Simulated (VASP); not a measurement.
# TaN (P3m1) in VASP: further runs, part 2 of 2

VASP 6.6.1.

**3. Single point, PBEsol (the distance across one plane changed)**

INCAR

```
  ALGO = Fast
  EDIFF = 1E-6
  ENCUT = 520
  GGA = PS
  ISIF = 2
  ISMEAR = 0
  KPAR = 4
  LASPH = True
  LCHARG = False
  LREAL = False
  LWAVE = False
  NBANDS = 60
  NELM = 80
  PREC = Accurate
  SIGMA = 0.15
```

KPOINTS

```
k-points
0
Gamma
  22 22 4
```

POSCAR

```
TaN
1.0
    2.1878447038     -2.1878447038      0.0000000000
    2.1878447038      0.0000000000     -2.1878447038
    9.9060793537      9.9060793537      9.9060793537
Ta N
6 6
Direct
    0.6666666667      0.6666666667      0.2576685888
    0.0000000000      0.0000000000      0.1104293952
    0.3333333333      0.3333333333      0.4049077824
    0.6666666667      0.6666666667      0.6993861697
    1.0000000000      1.0000000000      0.5521469760
    0.3333333333      0.3333333333      0.8466253633
    1.0000000000      0.0000000000      0.3312881856
    0.3333333333      0.3333333333      0.1840489920
    0.6666666667      0.6666666667      0.4785273792
    1.0000000000      1.0000000000      0.7730057665
    0.3333333333      0.3333333333      0.6257665728
    0.6666666667      0.6666666667      0.0368097984
```

Potentials or basis: VASP PAW PBE potentials, release 64 (Ta_pv, N).

Command:

```sh
cat potpaw_PBE.64/Ta_pv/POTCAR potpaw_PBE.64/N/POTCAR > POTCAR
mpirun -np 4 vasp_std > vasp.out
```

OUTCAR:

```text
EDIFF = 1E-6
   ENCUT = 520
   GGA = PS
   ISIF = 2
   ISMEAR = 0
   LASPH = True
   LREAL = False
   NELM = 80
   PREC = Accurate

 ion  position               nearest neighbor table
   1  0.667  0.667  0.258-   8 2.19   8 2.19   7 2.19   7 2.19   7 2.19   8 2.19   3 3.09   3 3.09
                             2 3.09   2 3.09   2 3.09   3 3.09
   2  0.000  0.000  0.110-   8 2.19  12 2.19  12 2.19  12 2.19   8 2.19   8 2.19   1 3.09   1 3.09
                             1 3.09
   3  0.333  0.333  0.405-   7 2.19   9 2.19   9 2.19   7 2.19   7 2.19   9 2.19   1 3.09   1 3.09
                             5 3.09   5 3.09   5 3.09   1 3.09
   4  0.667  0.667  0.699-  10 2.19  10 2.19  10 2.19  11 2.19  11 2.19  11 2.19   6 3.09   6 3.09
                             6 3.09   5 3.09   5 3.09   5 3.09
   5  0.000  0.000  0.552-   9 2.19  11 2.19   9 2.19   9 2.19  11 2.19  11 2.19   3 3.09   3 3.09
                             3 3.09   4 3.09   4 3.09   4 3.09
   6  0.333  0.333  0.847-  10 2.19  10 2.19  10 2.19   4 3.09   4 3.09   4 3.09
   7  0.000  0.000  0.331-   1 2.19   3 2.19   1 2.19   1 2.19   3 2.19   3 2.19
   8  0.333  0.333  0.184-   2 2.19   1 2.19   1 2.19   2 2.19   2 2.19   1 2.19
   9  0.667  0.667  0.479-   3 2.19   3 2.19   5 2.19   5 2.19   5 2.19   3 2.19
[... 222 lines left out ...]
      5     -28.2892      2.00000
      6     -28.2326      2.00000
[... 1501 lines left out ...]
     59       9.6584      0.00000
     60       9.8059      0.00000

 [... further k-points ...]
[... 5 lines left out ...]
  --------------------------------------------------------------------------------------
  -------------------------------------------------------------------------------------
  Total       -5.1900564     -5.1900564     -5.1900564     -0.7099062     -0.7099062     -0.7099062
  in kB      -58.4556668    -58.4556668    -58.4556668     -7.9956822     -7.9956822     -7.9956822
  external PRESSURE =     -58.4556668 kB  Pullay stress =       0.0000000 kB

 VOLUME and BASIS-vectors are now :
 -----------------------------------------------------------------------------
  energy-cutoff  :      520.00
  volume of cell :      142.25
      direct lattice vectors                 reciprocal lattice vectors
     2.187844704 -2.187844704  0.000000000     0.152356944 -0.304713888  0.152356944
     2.187844704  0.000000000 -2.187844704     0.152356944  0.152356944 -0.304713888
     9.906079354  9.906079354  9.906079354     0.033649370  0.033649370  0.033649370

 POSITION                                       TOTAL-FORCE (eV/Angst)
 -----------------------------------------------------------------------------------
      5.46961      1.09392      1.09392        -0.194679     -0.194679     -0.194679
      1.09392      1.09392      1.09392        -2.551167     -2.551167     -2.551167
      5.46961      3.28177      3.28177        -0.047619     -0.047619     -0.047619
      9.84530      5.46961      5.46961         0.049073      0.049073      0.049073
      5.46961      5.46961      5.46961         0.073625      0.073625      0.073625
      9.84530      7.65746      7.65746        -0.187104     -0.187104     -0.187104
      3.28177      3.28177      3.28177         0.184584      0.184584      0.184584
      3.28177      1.09392      1.09392         0.099167      0.099167      0.099167
      7.65746      3.28177      3.28177        -0.047333     -0.047333     -0.047333
      7.65746      7.65746      7.65746         0.312380      0.312380      0.312380
      7.65746      5.46961      5.46961         0.159550      0.159550      0.159550
      3.28177     -1.09392     -1.09392         2.149524      2.149524      2.149524
 -----------------------------------------------------------------------------------
    total drift:                                0.000207      0.000207      0.000207

  FREE ENERGIE OF THE ION-ELECTRON SYSTEM (eV)
  ---------------------------------------------------
  free  energy   TOTEN  =      -136.4282486825 eV

  energy  without entropy=     -136.3659650041  energy(sigma->0) =     -136.39710684
```

It took 30 min on 4 MPI ranks of Oxide Virtual Turin-like, shared host; peak memory 1.1 GiB.

What came out:

* Free energy: -136.4282 eV
* Pressure: -5.8 GPa
* Largest force: 4.419 eV/Å
* Band gap on the k mesh: zero (bands 48 and 49 overlap by 1.77 eV)

Forces on the atoms (eV/Å):
```
Ta  -0.195 -0.195 -0.195
Ta  -2.551 -2.551 -2.551
Ta  -0.048 -0.048 -0.048
Ta   0.049  0.049  0.049
Ta   0.074  0.074  0.074
Ta  -0.187 -0.187 -0.187
N    0.185  0.185  0.185
N    0.099  0.099  0.099
N   -0.047 -0.047 -0.047
N    0.312  0.312  0.312
N    0.160  0.160  0.160
N    2.150  2.150  2.150
```

Stress tensor (GPa, compression positive):
```
-5.85 -0.80 -0.80
-0.80 -5.85 -0.80
-0.80 -0.80 -5.85
```

Caveat: the cell differs from its parent crystal (the distance across one plane changed); the cell stands under tension; the PAW data sets were made with another functional, which shifts forces and pressure a little; spin-orbit coupling is left out, which moves the levels of the heavy elements.
